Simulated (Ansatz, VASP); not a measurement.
## One calculation of Te2Mo, two programs

```xyz
6
Lattice="3.4464 0.0000 0.0000 -1.7232 2.9847 0.0000 0.0000 0.0000 13.6883" Properties=species:S:1:pos:R:3 pbc="T T T"
Te    1.7232    0.9949    5.1879
Te    0.0000    1.9898   12.0321
Te    1.7232    0.9949    1.6563
Te    0.0000    1.9898    8.5005
Mo    1.7232    0.9949   10.2663
Mo    0.0000    1.9898    3.4221
```

Alike in both runs: task single point; functional LDA; k mesh 9 × 9 × 2; occupations fermi-dirac, width 0.05 eV; no spin polarisation.

|  | VASP | Ansatz |
| --- | --- | --- |
| version | VASP 6.6.1 | Ansatz 0.2.0 |
| potentials or method | VASP PAW LDA potentials, release 64 (Te, Mo_sv) | JTH PAW LDA |
| plane-wave cutoff (eV) | 520 | 1800 |
| valence electrons in the cell | 52 | 52 |

```tsv
	VASP	Ansatz	Ansatz less VASP
gap on the k mesh at the Fermi level (eV)	0.71	0.67	-0.039
least direct gap on the mesh (eV)	1.13	1.13	+0.002
pressure (GPa)	4.2	5.1	+0.93
traceless stress, the component that is largest in VASP (GPa)	1.31	1.22	-0.091
rms of the force components (eV/Å)	0.320	0.362	+0.0425
```

LDA's correlation is that of Perdew and Zunger in VASP and of Perdew and Wang (1992) in Ansatz. Atom by atom the forces differ by 0.043 eV/Å (rms over components).

Neither program's run includes spin-orbit coupling. Noted on Ansatz's run: odd divisions of the mesh miss points on the zone boundary, where band edges often lie, so the gap on the mesh can be too wide.
